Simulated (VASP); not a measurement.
# BaTiO3 (Amm2) in VASP: single point with r2SCAN

Aim: the single point of BaTiO3 with r2SCAN.

Program: VASP 6.6.1. These are calculated values, not measurements. Logs are shortened: lines on timing, memory, paths and dates and some standing lists are left out, and cuts for length are marked.

### 1 The cell of the first run

The structure is orthorhombic, space group Amm2 (No. 38). The conventional cell has a = 3.963 Å, b = 5.716 Å, c = 5.748 Å, α = 90.00°, β = 90.00°, γ = 90.00°. Ba (site symmetry mm2) has 12 O at 2.77 to 2.98 Å and 8 Ti at 3.42 to 3.57 Å within 3.7 Å. Ti (site symmetry mm2) has 6 O at 1.85 to 2.21 Å within 2.5 Å. O (site symmetry mm2) has 2 Ti at 1.99 Å within 2.6 Å. Within 2.5 Å of O (site symmetry m) lie 2 Ti at 1.85 to 2.21 Å. O (site symmetry m) has 2 Ti at 1.85 to 2.21 Å within 2.5 Å.

### 2 Single point, r2SCAN

POSCAR reads:

```
BaTiO3
1.0
    0.0000000000      2.8579801945     -2.8741509136
   -3.9633322398      0.0000000000      0.0000000000
    0.0000000000      8.5739405836      8.6224527407
Ba Ti O
3 3 9
Direct
    0.9917350825      0.0000000000      0.0027549725
    0.9917350825      0.0000000000      0.3360883058
    0.9917350825      0.0000000000      0.6694216392
    0.4761792923      0.5000000000      0.1746069026
    0.4761792923      0.5000000000      0.5079402359
    0.4761792923      0.5000000000      0.8412735692
    0.5098031321      1.0000000000      0.1633989560
    0.5098031321      1.0000000000      0.4967322893
    0.5098031321      1.0000000000      0.8300656226
    0.0199926378      0.5000000000      0.1646433816
    0.0199926378      0.5000000000      0.4979767149
    0.0199926378      0.5000000000      0.8313100483
    0.5060698552      0.5000000000      0.3266691207
    0.5060698552      0.5000000000      0.6600024541
    0.5060698552      0.5000000000      0.9933357874
```

INCAR.step1 reads:

```
SYSTEM = BaTiO3
ALGO = Normal
EDIFF = 1E-4
ENCUT = 520
GGA = PE
ISMEAR = 0
LASPH = .TRUE.
LCHARG = .FALSE.
LREAL = Auto
LWAVE = .TRUE.
NBANDS = 73
NELM = 80
PREC = Accurate
SIGMA = 0.05
```

INCAR.step2 reads:

```
SYSTEM = BaTiO3
ALGO = Normal
EDIFF = 1E-7
ENCUT = 520
ISIF = 2
ISMEAR = 0
ISTART = 1
LASPH = .TRUE.
LCHARG = .FALSE.
LMIXTAU = .TRUE.
LREAL = Auto
LWAVE = .FALSE.
METAGGA = R2SCAN
NBANDS = 73
NELM = 80
PREC = Accurate
SIGMA = 0.05
```

KPOINTS reads:

```
k-points
0
G
  6 6 2
  0 0 0
```

Potentials or basis: VASP PAW PBE potentials, release 64 (Ba_sv, Ti_sv, O).

Run with:

```sh
$ cat potpaw_PBE.64/Ba_sv/POTCAR potpaw_PBE.64/Ti_sv/POTCAR potpaw_PBE.64/O/POTCAR > POTCAR
$ cp INCAR.step1 INCAR
$ mpirun -np 1 vasp_std > vasp.out
$ cp INCAR.step2 INCAR
$ mpirun -np 1 vasp_std > vasp.out
```

OUTCAR:

```text
SYSTEM = BaTiO3
   EDIFF = 1E-7
   ENCUT = 520
   ISIF = 2
   ISMEAR = 0
   ISTART = 1
   LASPH = .TRUE.
   LREAL = Auto
   METAGGA = R2SCAN
   NELM = 80
   PREC = Accurate

 ion  position               nearest neighbor table
   1  0.992  0.000  0.003-   7 2.77  10 2.80  10 2.80  15 2.80  15 2.80   7 2.86   9 2.86  12 2.88
                            12 2.88  15 2.88  15 2.88   9 2.98   6 3.42   6 3.42   6 3.48   6 3.48
   2  0.992  0.000  0.336-   8 2.77  11 2.80  11 2.80  13 2.80  13 2.80   7 2.86   8 2.86  10 2.88
                            10 2.88  13 2.88  13 2.88   7 2.98   4 3.42   4 3.42   4 3.48   4 3.48
   3  0.992  0.000  0.669-   9 2.77  12 2.80  12 2.80  14 2.80  14 2.80   9 2.86   8 2.86  14 2.88
                            14 2.88  11 2.88  11 2.88   8 2.98   5 3.42   5 3.42   6 3.48   6 3.48
   4  0.476  0.500  0.175-  13 1.85  10 1.85   7 1.99   7 1.99  10 2.21  15 2.21   2 3.42   2 3.42
                             2 3.48   2 3.48   1 3.48   1 3.48   1 3.57   1 3.57
   5  0.476  0.500  0.508-  11 1.85  14 1.85   8 1.99   8 1.99  11 2.21  13 2.21   3 3.42   3 3.42
                             3 3.48   3 3.48   2 3.48   2 3.48   2 3.57   2 3.57
   6  0.476  0.500  0.841-  12 1.85  15 1.85   9 1.99   9 1.99  14 2.21  12 2.21   1 3.42   1 3.42
                             3 3.48   3 3.48   1 3.48   1 3.48   3 3.57   3 3.57
   7  0.510  0.000  0.163-   4 1.99   4 1.99   1 2.77   2 2.86   1 2.86   2 2.98
   8  0.510  0.000  0.497-   5 1.99   5 1.99   2 2.77   2 2.86   3 2.86   3 2.98
   9  0.510  0.000  0.830-   6 1.99   6 1.99   3 2.77   3 2.86   1 2.86   1 2.98
  10  0.020  0.500  0.165-   4 1.85   4 2.21   1 2.80   1 2.80   2 2.88   2 2.88
  11  0.020  0.500  0.498-   5 1.85   5 2.21   2 2.80   2 2.80   3 2.88   3 2.88
  12  0.020  0.500  0.831-   6 1.85   6 2.21   3 2.80   3 2.80   1 2.88   1 2.88
  13  0.506  0.500  0.327-   4 1.85   5 2.21   2 2.80   2 2.80   2 2.88   2 2.88
  14  0.506  0.500  0.660-   5 1.85   6 2.21   3 2.80   3 2.80   3 2.88   3 2.88
  15  0.506  0.500  0.993-   6 1.85   4 2.21   1 2.80   1 2.80   1 2.88   1 2.88

  LATTYP: Found a simple monoclinic cell.
 ALAT       =     4.0532449058
 B/A-ratio  =     0.9778171149
 C/A-ratio  =     3.0000000000
 COS(beta)  =    -0.0056420867

  Lattice vectors:

 A1 = (   0.0000000000,   2.8579801945,  -2.8741509136)
 A2 = (  -3.9633322398,   0.0000000000,   0.0000000000)
 A3 = (   0.0000000000,   8.5739405836,   8.6224527407)

Analysis of symmetry for initial positions (statically):
=====================================================================
 Subroutine PRICEL returns following result:

  LATTYP: Found a base centered orthorhombic cell.
 ALAT       =     5.7159603887
 B/A-ratio  =     1.0056580935
 C/A-ratio  =     0.6933799345

  Lattice vectors:

 A1 = (   0.0000000000,   2.8579801942,   2.8741509133)
 A2 = (   0.0000000000,   2.8579801945,  -2.8741509136)
 A3 = (  -3.9633322398,   0.0000000000,   0.0000000000)

   3 primitive cells build up your supercell.

 Routine SETGRP: Setting up the symmetry group for a
 simple monoclinic supercell.

 Subroutine GETGRP returns: Found  2 space group operations
 (whereof  2 operations were pure point group operations)
 out of a pool of  4 trial point group operations.

The static configuration has the point symmetry C_1h.

Analysis of symmetry for dynamics (positions and initial velocities):
=====================================================================
 Subroutine PRICEL returns following result:

  LATTYP: Found a base centered orthorhombic cell.
 ALAT       =     5.7159603887
 B/A-ratio  =     1.0056580935
 C/A-ratio  =     0.6933799345

  Lattice vectors:

 A1 = (   0.0000000000,   2.8579801942,   2.8741509133)
 A2 = (   0.0000000000,   2.8579801945,  -2.8741509136)
 A3 = (  -3.9633322398,   0.0000000000,   0.0000000000)

   3 primitive cells build up your supercell.

 Routine SETGRP: Setting up the symmetry group for a
 simple monoclinic supercell.

 Subroutine GETGRP returns: Found  2 space group operations
 (whereof  2 operations were pure point group operations)
 out of a pool of  4 trial point group operations.

The dynamic configuration has the point symmetry C_1h.

 Subroutine INISYM returns: Found  2 space group operations
 (whereof  2 operations are pure point group operations),
 and found     3 'primitive' translations

----------------------------------------------------------------------------------------

                                     Primitive cell

  volume of cell :      65.1117

  direct lattice vectors                    reciprocal lattice vectors
     0.000000000  2.857980194  2.874150913     0.000000000  0.174948728  0.173964421
     0.000000000  2.857980195 -2.874150914     0.000000000  0.174948728 -0.173964421
    -3.963332240  0.000000000  0.000000000    -0.252312938  0.000000000  0.000000000

[... 42 lines left out ...]
|           W    W   A  A   R    R  NN   N  II  NN   N  G    G  !!!           |
|           W    W  A    A  R    R  N N  N  II  N N  N  G       !!!           |
|           W WW W  AAAAAA  RRRRR   N  N N  II  N  N N  G  GGG   !            |
|           WW  WW  A    A  R   R   N   NN  II  N   NN  G    G                |
|           W    W  A    A  R    R  N    N  II  N    N   GGGG   !!!           |
|                                                                             |
|     Your reciprocal lattice and k-lattice belong to different lattice       |
|     classes:                                                                |
|                                                                             |
|        The reciprocal lattice is simple monoclinic,                         |
|        whereas your k-lattice is base centered orthorhombic.                |
|                                                                             |
|     Results are often still useful ...                                      |
|                                                                             |
 -----------------------------------------------------------------------------

 Subroutine IBZKPT returns following result:
 ===========================================

 Found     32 irreducible k-points:

 Following reciprocal coordinates:
            Coordinates               Weight
  0.000000  0.000000  0.000000      1.000000
  0.166667  0.000000 -0.000000      2.000000
  0.333333  0.000000  0.000000      2.000000
  0.500000  0.000000 -0.000000      1.000000
  0.000000  0.166667  0.000000      2.000000
  0.166667  0.166667 -0.000000      4.000000
[... 16 lines left out ...]
  0.333333  0.166667  0.500000      4.000000
  0.500000  0.166667  0.500000      2.000000
 [... further k-points ...]
   k-points           NKPTS =     32   k-points in BZ     NKDIM =     32   number of bands    NBANDS=     73
   number of dos      NEDOS =    301   number of ions     NIONS =     15
   total plane-waves  NPLWV =  81000
   dimension x,y,z NGX =    30 NGY =   30 NGZ =   90
   dimension x,y,z NGXF=    60 NGYF=   60 NGZF=  180
   ions per type =               3   3   9
   NGX,Y,Z   is equivalent  to a cutoff of  12.30, 12.58, 12.30 a.u.
   NGXF,Y,Z  is equivalent  to a cutoff of  24.61, 25.17, 24.61 a.u.
 SYSTEM =  BaTiO3
   PREC   = accura    normal or accurate (medium, high low for compatibility)
   ISTART =      1    job   : 0-new  1-cont  2-samecut
   ICHARG =      0    charge: 1-file 2-atom 10-const
   ISPIN  =      1    spin polarized calculation?
   LNONCOLLINEAR =      F non collinear calculations
   LSORBIT =      F    spin-orbit coupling
   LASPH  =      T    aspherical Exc in radial PAW
   ENCUT  =  520.0 eV  38.22 Ry    6.18 a.u.   7.54  7.37 22.61*2*pi/ulx,y,z
   NELM   =     80;   NELMIN=  2; NELMDL=  0     # of ELM steps
   EDIFF  = 0.1E-06   stopping-criterion for ELM
   LREAL  =      T    real-space projection
   EDIFFG = 0.1E-05   stopping-criterion for IOM
   NSW    =      0    number of steps for IOM
   IBRION =     -1    ionic relax: 0-MD 1-quasi-New 2-CG
   NFREE  =      0    steps in history (QN), initial steepest desc. (CG)
   ISIF   =      2    stress and relaxation
   ISYM   =      2    0-nonsym 1-usesym 2-fastsym
   POTIM  = 0.5000    time-step for ionic-motion
   TEBEG  =    0.0;   TEEND  =   0.0 temperature during run
   PSTRESS=    0.0 pullay stress
   NELECT =     120.0000    total number of electrons
   NUPDOWN=      -1.0000    fix difference up-down
   EMIN   =  10.00;   EMAX   =-10.00  energy-range for DOS
   EFERMI =   0.00;   METHOD = LEGACY
   ISMEAR =     0;   SIGMA  =   0.05  broadening in eV -4-tet -1-fermi 0-gaus
   EFERMI_NEDOS =   21; number of points for ismear=-14 and -15
   IALGO  =     38    algorithm
   IMIX   =      4    mixing-type and parameters
     AMIX     =   0.40;   BMIX     =  1.00
     AMIX_MAG =   1.60;   BMIX_MAG =  1.00
  volume/ion in A,a.u.               =      13.02        87.88
  Fermi-wavevector in a.u.,A,eV,Ry     =   1.391688  2.629908 26.351685  1.936794
  Thomas-Fermi vector in A             =   2.515503
   LORBIT       =      0    0 simple, 1 ext, 2 COOP (PROOUT), +10 PAW based schemes
   METAGGA = R2SCAN    functional components
   LHFCALC =     F    Hartree Fock is set to
   AEXX    =    0.0000 exact exchange contribution
   IVDW    =     0    specifies the selected vdW correction
   LEPSILON=     F    determine dielectric tensor
   LRPA    =     F    only Hartree local field effects (RPA)
 non-spin polarized calculation
 Gauss-broadening in eV      SIGMA  =   0.05
  energy-cutoff  :      520.00
  volume of cell :      195.34
 maximum number of plane-waves:      5322
   NGX = 15   NGY = 15   NGZ = 45

 number of electron     119.9999976 magnetization

 Free energy of the ion-electron system (eV)
  ---------------------------------------------------
  ext. energy  EPLUGINS =         0.00000000
  ---------------------------------------------------
  free energy    TOTEN  =      -222.80608882 eV

  energy without entropy =     -222.80608882  energy(sigma->0) =     -222.80608882

 E-fermi :   3.7377     XC(G=0): -11.8100

 val. band max:        3.4085246605   @ k =   0.5000   0.5000   0.5000
 cond. band min:       6.0507315327   @ k =   0.0000   0.0000   0.0000
 fundamental gap:      2.6422068723
 Fermi energy:         3.7376504784

 k-point     1 :       0.0000    0.0000    0.0000
  band No.  band energies     occupation
      1     -55.1790      2.00000
      2     -55.1783      2.00000
      3     -55.1783      2.00000
      4     -30.4401      2.00000
      5     -30.4401      2.00000
      6     -30.4036      2.00000
[... 1789 lines left out ...]
     71       9.0666      0.00000
     72       9.6633      0.00000

 [... further k-points ...]

 [bands above 72 left out]

------------------------ aborting loop because EDIFF is reached ----------------------------------------

  FORCE on cell =-STRESS in cart. coord.  units (eV):
  Direction    XX          YY          ZZ          XY          YZ          ZX
  --------------------------------------------------------------------------------------
  -------------------------------------------------------------------------------------
  Total        2.2313281      2.4576384      2.3269283      0.0000000      0.0000435      0.0000000
  in kB       18.3017872     20.1580281     19.0859186      0.0000000      0.0003569      0.0000000
  external PRESSURE =      19.1819113 kB  Pullay stress =       0.0000000 kB

 VOLUME and BASIS-vectors are now :
 -----------------------------------------------------------------------------
  energy-cutoff  :      520.00
  volume of cell :      195.34
      direct lattice vectors                 reciprocal lattice vectors
     0.000000000  2.857980195 -2.874150914     0.000000000  0.174948728 -0.173964421
    -3.963332240  0.000000000  0.000000000    -0.252312938  0.000000000  0.000000000
     0.000000000  8.573940584  8.622452741     0.000000000  0.058316243  0.057988140

 POSITION                                       TOTAL-FORCE (eV/Angst)
 -----------------------------------------------------------------------------------
      0.00000      2.85798     -2.82664        -0.000000     -0.000000     -0.031644
      0.00000      5.71596      0.04751        -0.000000     -0.000000     -0.031644
      0.00000      8.57394      2.92166        -0.000000     -0.000000     -0.031644
     -1.98167      2.85798      0.13693        -0.000000      0.000001     -0.170388
     -1.98167      5.71596      3.01108         0.000000      0.000001     -0.170388
     -1.98167      8.57394      5.88523         0.000000      0.000001     -0.170388
      0.00000      2.85798     -0.05635        -0.000000     -0.000002      0.015132
      0.00000      5.71596      2.81780        -0.000000     -0.000002      0.015132
      0.00000      8.57394      5.69195        -0.000000     -0.000002      0.015132
     -1.98167      1.46878      1.36217        -0.000000     -0.083920      0.093450
     -1.98167      4.32676      4.23632        -0.000000     -0.083920      0.093450
     -1.98167      7.18474      7.11047        -0.000000     -0.083920      0.093450
     -1.98167      4.24718      1.36217        -0.000000      0.083921      0.093450
     -1.98167      7.10516      4.23632         0.000000      0.083921      0.093450
     -1.98167      9.96314      7.11047         0.000000      0.083921      0.093450
 -----------------------------------------------------------------------------------
    total drift:                                0.000000      0.000002      0.023039

  FREE ENERGIE OF THE ION-ELECTRON SYSTEM (eV)
  ---------------------------------------------------
  free  energy   TOTEN  =      -222.8060888177 eV

  energy  without entropy=     -222.8060888177  energy(sigma->0) =     -222.80608882
```

Wall time 21 min (1 thread of Intel Xeon 6975P-C (Granite Rapids), shared host); peak memory 0.46 GiB.

Results:

| Item | Value |
| --- | --- |
| Free energy | -222.8061 eV |
| Pressure | 1.9 GPa |
| Largest force | 0.170 eV/Å |
| Band gap on the k mesh | 2.64 eV |

Forces on the atoms (eV/Å):
```
Ba   0.000  0.000 -0.032
Ba   0.000  0.000 -0.032
Ba   0.000  0.000 -0.032
Ti   0.000  0.000 -0.170
Ti   0.000  0.000 -0.170
Ti   0.000  0.000 -0.170
O    0.000  0.000  0.015
O    0.000  0.000  0.015
O    0.000  0.000  0.015
O    0.000 -0.084  0.093
O    0.000 -0.084  0.093
O    0.000 -0.084  0.093
O    0.000  0.084  0.093
O    0.000  0.084  0.093
O    0.000  0.084  0.093
```

Stress tensor (GPa, compression positive):
```
1.83 0.00 0.00
0.00 2.02 0.00
0.00 0.00 1.91
```

Levels at points of the mesh, in eV from the valence-band top:
| k point | band 56 | band 57 | band 58 | band 59 | band 60 | band 61 | band 62 | band 63 | band 64 | band 65 |
| --- | --- | --- | --- | --- | --- | --- | --- | --- | --- | --- |
| (0.00, 0.00, 0.00) | -0.74 | -0.74 | -0.57 | -0.55 | -0.47 | 2.64 | 2.83 | 2.83 | 2.86 | 2.93 |
| (0.50, 0.00, 0.00) | -1.03 | -1.00 | -0.83 | -0.45 | -0.45 | 2.86 | 3.83 | 3.83 | 4.11 | 4.13 |
| (0.00, 0.50, 0.00) | -1.14 | -1.13 | -1.13 | -0.27 | -0.27 | 3.03 | 3.81 | 3.81 | 4.05 | 4.16 |
| (0.50, 0.50, 0.00) | -0.29 | -0.29 | -0.08 | -0.03 | -0.03 | 4.16 | 4.18 | 4.52 | 4.52 | 4.53 |
| (0.00, 0.00, 0.50) | -0.83 | -0.69 | -0.69 | -0.55 | -0.55 | 2.75 | 2.75 | 2.86 | 3.15 | 3.15 |
| (0.50, 0.00, 0.50) | -0.97 | -0.97 | -0.96 | -0.88 | -0.29 | 3.20 | 3.20 | 4.11 | 4.12 | 4.12 |
| (0.00, 0.50, 0.50) | -0.98 | -0.94 | -0.87 | -0.87 | -0.08 | 3.23 | 3.23 | 4.09 | 4.09 | 4.16 |
| (0.50, 0.50, 0.50) | -0.21 | -0.07 | -0.07 | -0.03 | 0.00 | 4.24 | 4.24 | 4.29 | 4.29 | 4.59 |

Caveat: the PAW data sets were made with another functional, which shifts forces and pressure a little; spin-orbit coupling is left out, which moves the levels of the heavy elements. A k mesh can miss the band edges.
